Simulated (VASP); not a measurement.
Ti:

```
Ti
1.0
     2.95000    0.00000    0.00000
    -1.47500    2.55477    0.00000
     0.00000    0.00000    4.68600
Ti
2
Direct
  0.33333 0.66667 0.25000
  0.66667 0.33333 0.75000
```

| Quantity | Value |
| --- | --- |
| Program | VASP 6.6.1 |
| Task | relaxation of cell and atoms |
| Functional | PBEsol |
| Potentials or basis | VASP PAW PBE potentials, release 64 (Ti_sv) |
| Cutoff | 600 eV |
| k mesh | 12 × 12 × 7 |
| Occupations | fermi-dirac, width 0.1 eV |
| Spin | no spin polarisation |

At the start: pressure -5.9 GPa; volume 17.66 Å³/atom.

Problem. How do energy, volume and symmetry change on relaxing?

Solution. Over 5 steps the energy falls by 18.5 meV/atom and the volume is 16.71 Å³/atom (-5.4 %); space group P6_3/mmc (No. 194, to 0.05 Å).

Step by step:
| step | energy change (eV) | largest force (eV/Å) | pressure (GPa) | volume (Å³) |
| --- | --- | --- | --- | --- |
| 1 | 0.0000 | 0.0000 | -5.93 | 35.32 |
| 2 | -0.0164 | 0.0000 | 5.12 | 32.08 |
| 3 | -0.0370 | 0.0000 | -0.01 | 33.41 |
| 4 | -0.0369 | 0.0000 | 0.09 | 33.38 |
| 5 | -0.0370 | 0.0000 | -0.01 | 33.42 |

Final structure:
```
CELL_PARAMETERS angstrom
2.89841 0.00000 0.00000
-1.44920 2.51009 0.00000
0.00000 0.00000 4.59355
ATOMIC_POSITIONS crystal
Ti 0.33333 0.66667 0.25000
Ti 0.66667 0.33333 0.75000
```

Caveat: the PAW data sets were made with another functional, which shifts forces and pressure a little.
